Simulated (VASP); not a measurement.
A run of VASP 6.6.1:

Contents of POSCAR:

```
SiC
1.0
    0.0000000000      2.1781342462      2.1781342462
    2.1781342462      0.0000000000      2.1781342462
    2.1781342462      2.1781342462      0.0000000000
Si C
1 1
Direct
    0.0000000000      0.0000000000      0.0000000000
    0.7500000000      0.7500000000      0.7500000000
```

The input INCAR.step1:

```
SYSTEM = SiC
PREC = Accurate
ENCUT = 520
ISMEAR = 0
SIGMA = 0.05
LREAL = .False.
LASPH = .True.
NELM = 100
NBANDS = 11
GGA = PE
ALGO = Normal
EDIFF = 1E-4
LWAVE = .True.
LCHARG = .False.
```

The input INCAR.step2:

```
SYSTEM = SiC
PREC = Accurate
ENCUT = 520
EDIFF = 1E-8
ISMEAR = 0
SIGMA = 0.05
LREAL = .False.
LASPH = .True.
NELM = 100
ALGO = Normal
ISIF = 2
LWAVE = .False.
LCHARG = .False.
METAGGA = R2SCAN
LMIXTAU = .True.
LEFG = .True.
NBANDS = 11
ISTART = 1
```

KPOINTS

```
regular mesh
0
Gamma
  10 10 10
  0 0 0
```

Potentials or basis: VASP PAW PBE potentials, release 64 (Si, C).

Command:

```console
$ cat potpaw_PBE.64/Si/POTCAR potpaw_PBE.64/C/POTCAR > POTCAR
$ cp INCAR.step1 INCAR
$ mpirun -np 1 vasp_std > vasp.out
$ cp INCAR.step2 INCAR
$ mpirun -np 1 vasp_std > vasp.out
```

Hardware: 1 thread of Intel Xeon 8259CL, with other jobs on the host.

Estimate the wall time of this run.

Wall time 36 s on 1 thread of Intel Xeon 8259CL, with other jobs on the host, peak memory 0.14 GiB. Counts: k points 47.
